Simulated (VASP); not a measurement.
# Ir in VASP: notebook, part 2 of 2

VASP 6.6.1. The steps go on from the part before.

### 3 Single point, PBE

This run uses another cell than the first one, of 14.15 Å³/atom, 0.943 times its volume.

INCAR reads:

```
SYSTEM = Ir
PREC = Accurate ; ENCUT = 520
EDIFF = 1E-6 ; ISMEAR = 1
SIGMA = 0.025 ; LREAL = .False.
LASPH = .True. ; NELM = 80
ALGO = Normal ; ISIF = 2
LWAVE = .False. ; LCHARG = .False.
GGA = PE ; NBANDS = 10
```

KPOINTS reads:

```
regular mesh
0
Gamma
  15 15 15
  0 0 0
```

POSCAR reads:

```
Ir
1.0
    0.0000000000      1.9197000000      1.9197000000
    1.9197000000      0.0000000000      1.9197000000
    1.9197000000      1.9197000000      0.0000000000
Ir
1
Direct
    0.0000000000      0.0000000000      0.0000000000
```

Potentials or basis: VASP PAW PBE potentials, release 64 (Ir).

Run with:

```sh
cat potpaw_PBE.64/Ir/POTCAR > POTCAR
mpirun -np 1 vasp_std > vasp.out
```

OUTCAR:

```text
SYSTEM = Ir
   PREC = Accurate
   ENCUT = 520
   EDIFF = 1E-6
   ISMEAR = 1
   LREAL = .False.
   LASPH = .True.
   NELM = 80
   ISIF = 2
   GGA = PE

 ion  position               nearest neighbor table
   1  0.000  0.000  0.000-

  LATTYP: Found a face centered cubic cell.
 ALAT       =     3.8394000000

  Lattice vectors:

 A1 = (   0.0000000000,   1.9197000000,   1.9197000000)
 A2 = (   1.9197000000,   0.0000000000,   1.9197000000)
 A3 = (   1.9197000000,   1.9197000000,   0.0000000000)

Analysis of symmetry for initial positions (statically):
=====================================================================
 Subroutine PRICEL returns:
 Original cell was already a primitive cell.

 Routine SETGRP: Setting up the symmetry group for a
 face centered cubic supercell.

 Subroutine GETGRP returns: Found 48 space group operations
[... 9 lines left out ...]

 Routine SETGRP: Setting up the symmetry group for a
 face centered cubic supercell.

 Subroutine GETGRP returns: Found 48 space group operations
 (whereof 48 operations were pure point group operations)
 out of a pool of 48 trial point group operations.

The dynamic configuration has the point symmetry O_h .
[... 144 lines left out ...]

 E-fermi :  10.4830     XC(G=0): -13.9877

 val. band max:       10.4610924818   @ k =  -0.3333   0.2667   0.0667
 cond. band min:      10.4834400150   @ k =  -0.3333   0.2000   0.0667
 fundamental gap:      0.0223475333
 Fermi energy:        10.4830166083

 k-point     1 :       0.0000    0.0000    0.0000
  band No.  band energies     occupation
      1      -0.7141      2.00000
      2       6.5178      2.00000
      3       6.5178      2.00000
      4       6.5178      2.00000
      5       9.2056      2.00000
      6       9.2056      2.00000
      7      24.7302      0.00000
      8      30.3153      0.00000
      9      30.3153      0.00000
     10      30.3153      0.00000
[... 287 lines left out ...]
 k-point    24 :       0.2000    0.1333    0.0000
  band No.  band energies     occupation
      1       0.9358      2.00000
      2       5.4676      2.00000
      3       7.2995      2.00000
      4       7.3980      2.00000
      5       8.1904      2.00000
      6       9.6720      2.00000
      7      27.4292      0.00000
      8      27.5014      0.00000
      9      30.5956      0.00000
     10      31.1245      0.00000

 [... further k-points ...]
[... 5 lines left out ...]
  --------------------------------------------------------------------------------------
  -------------------------------------------------------------------------------------
  Total        0.8339738      0.8339738      0.8339738      0.0000000      0.0000000      0.0000000
  in kB       94.4349822     94.4349822     94.4349822      0.0000000      0.0000000      0.0000000
  external PRESSURE =      94.4349822 kB  Pullay stress =       0.0000000 kB

 VOLUME and BASIS-vectors are now :
 -----------------------------------------------------------------------------
  energy-cutoff  :      520.00
  volume of cell :       14.15
      direct lattice vectors                 reciprocal lattice vectors
     0.000000000  1.919700000  1.919700000    -0.260457363  0.260457363  0.260457363
     1.919700000  0.000000000  1.919700000     0.260457363 -0.260457363  0.260457363
     1.919700000  1.919700000  0.000000000     0.260457363  0.260457363 -0.260457363

 POSITION                                       TOTAL-FORCE (eV/Angst)
 -----------------------------------------------------------------------------------
      0.00000      0.00000      0.00000        -0.000000      0.000000      0.000000
 -----------------------------------------------------------------------------------
    total drift:                               -0.000000     -0.000000     -0.000000

  FREE ENERGIE OF THE ION-ELECTRON SYSTEM (eV)
  ---------------------------------------------------
  free  energy   TOTEN  =        -8.8440456590 eV

  energy  without entropy=       -8.8440654629  energy(sigma->0) =       -8.84405226
```

OSZICAR:

```text
N       E                     dE             d eps       ncg     rms          rms(c)
DAV:   1     0.484961814280E+02    0.48496E+02   -0.43821E+03  2400   0.826E+02
DAV:   2    -0.851408837641E+01   -0.57010E+02   -0.53971E+02  2452   0.197E+02
DAV:   3    -0.939159402173E+01   -0.87751E+00   -0.87610E+00  2860   0.300E+01
DAV:   4    -0.939958585714E+01   -0.79918E-02   -0.79903E-02  2724   0.262E+00
DAV:   5    -0.939974006707E+01   -0.15421E-03   -0.15421E-03  2742   0.353E-01    0.152E+01
DAV:   6    -0.893799096986E+01    0.46175E+00   -0.79479E-01  2674   0.110E+01    0.625E+00
DAV:   7    -0.885020746317E+01    0.87784E-01   -0.27130E-01  2840   0.590E+00    0.145E+00
DAV:   8    -0.884822543552E+01    0.19820E-02   -0.20466E-03  2580   0.462E-01    0.118E+00
DAV:   9    -0.884404300039E+01    0.41824E-02   -0.26562E-03  2694   0.724E-01    0.239E-02
DAV:  10    -0.884404393984E+01   -0.93945E-06   -0.17746E-05  3404   0.431E-02    0.286E-02
DAV:  11    -0.884404566570E+01   -0.17259E-05   -0.15175E-06  2316   0.134E-02    0.232E-03
DAV:  12    -0.884404565904E+01    0.66544E-08   -0.27921E-08  1278   0.164E-03
   1 F= -.88440457E+01 E0= -.88440523E+01  d E =0.198039E-04
```

It took 40 s on 1 thread of AMD EPYC 7R13, shared host; peak memory 0.11 GiB.

Results:

```
Free energy : -8.8440 eV
Pressure    : 9.4 GPa
```

Levels at points of the mesh, in eV from the Fermi level:
```
           k point  band 2  band 3  band 4  band 5  band 6  band 7
(0.00, 0.00, 0.00)   -3.97   -3.97   -3.97   -1.28   -1.28   14.25
```

Caveat: spin-orbit coupling is left out, which moves the levels of the heavy elements.

### 4 Single point, PBE (z stretched by -3 % at fixed volume)

INCAR reads:

```
ALGO = Normal
EDIFF = 1E-7
ENCUT = 520
GGA = PE
ISIF = 2
ISMEAR = -1
LASPH = T
LCHARG = F
LREAL = F
LWAVE = F
NBANDS = 10
NELM = 100
PREC = Accurate
SIGMA = 0.05
```

KPOINTS reads:

```
k-points
0
Gamma
  15 15 15
```

POSCAR reads:

```
Ir
1.0
    0.0000000000      1.9491600331      1.8621090000
    1.9491600331      0.0000000000      1.8621090000
    1.9491600331      1.9491600331      0.0000000000
Ir
1
Direct
    0.0000000000      0.0000000000      0.0000000000
```

Run with:

```sh
cat potpaw_PBE.64/Ir/POTCAR > POTCAR
mpirun -np 1 vasp_std > vasp.out
```

It took 1.8 min on 1 thread of AMD EPYC 7R13, shared host; peak memory 0.14 GiB.

It converged, with:

- Free energy: -8.8255 eV
- Pressure: 10.0 GPa

Stress tensor (GPa, compression positive):
```
 4.40  0.00  0.00
 0.00  4.40  0.00
 0.00  0.00 21.19
```

Levels at points of the mesh, in eV from the Fermi level:
| k point | band 1 | band 2 | band 3 | band 4 | band 5 | band 6 | band 7 | band 8 | band 9 |
| --- | --- | --- | --- | --- | --- | --- | --- | --- | --- |
| (0.00, 0.00, 0.00) | -11.15 | -4.10 | -4.10 | -3.52 | -1.63 | -0.87 | 14.33 | 19.39 | 19.39 |

Caveat: the cell differs from its parent crystal (z stretched by -3 % at fixed volume); spin-orbit coupling is left out, which moves the levels of the heavy elements.

### 5 Overview

| cell | smearing | gap on the mesh (eV) | pressure (GPa) |
| --- | --- | --- | --- |
| a = 2.768 Å, angles 60.0°, 1 atom | fermi-dirac 0.05 eV | none | -10.5 |
| a = 2.715 Å, angles 60.0°, 1 atom | methfessel-paxton 0.025 eV | none | 9.4 |
| a = 2.696, b = 2.696, c = 2.757 Å, angles 59.3, 59.3, 61.5°, 1 atom | fermi-dirac 0.05 eV | none | 10.0 |

Alike in all rows: task single point; level PBE; potentials or basis VASP PAW PBE potentials, release 64 (Ir); no spin polarisation; k mesh 15 × 15 × 15; cutoff (eV) 520.

Caveats: spin-orbit coupling is left out, which moves the levels of the heavy elements.

Absolute energies hang on the potentials; compare differences alone.
